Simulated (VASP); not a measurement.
A run of VASP 6.6.1:

INCAR

```
  PREC = Accurate
  ENCUT = 520
  EDIFF = 1E-7
  ISMEAR = 0
  SIGMA = 0.02
  LREAL = F
  LASPH = T
  NELM = 80
  ALGO = Normal
  ISIF = 2
  LWAVE = F
  LCHARG = F
  GGA = PS
  NBANDS = 49
```

KPOINTS

```
regular mesh
0
Gamma
  12 12 2
```

File POSCAR:

```
WS2
1.0
    3.2889061281      0.0000000000      0.0000000000
   -1.6444530640      2.8482762576      0.0000000000
    0.0000000000      0.0000000000     18.5478346486
W S
3 6
Direct
    0.6666666667      0.3333333333      0.3326604790
    0.3333333333      0.6666666667      0.6659938123
    0.0000000000      0.0000000000      0.9993271456
    0.3333333333      0.6666666667      0.2508048725
    0.6666666667      0.3333333333      0.0811679818
    0.0000000000      0.0000000000      0.5841382058
    0.3333333333      0.6666666667      0.4145013152
    0.6666666667      0.3333333333      0.9174715392
    0.0000000000      0.0000000000      0.7478346485
```

Potentials or basis: VASP PAW PBE potentials, release 64 (W_sv, S).

Command:

```sh
$ cat potpaw_PBE.64/W_sv/POTCAR potpaw_PBE.64/S/POTCAR > POTCAR
$ mpirun -np 1 vasp_std > vasp.out
```

Hardware: 1 thread of Intel Xeon 8259CL, with other jobs on the host.

Estimate the wall time of this run.

It took 10 min on 1 thread of Intel Xeon 8259CL, on a shared host, peak memory 0.41 GiB. Counts: scf iterations 17, k points 38.
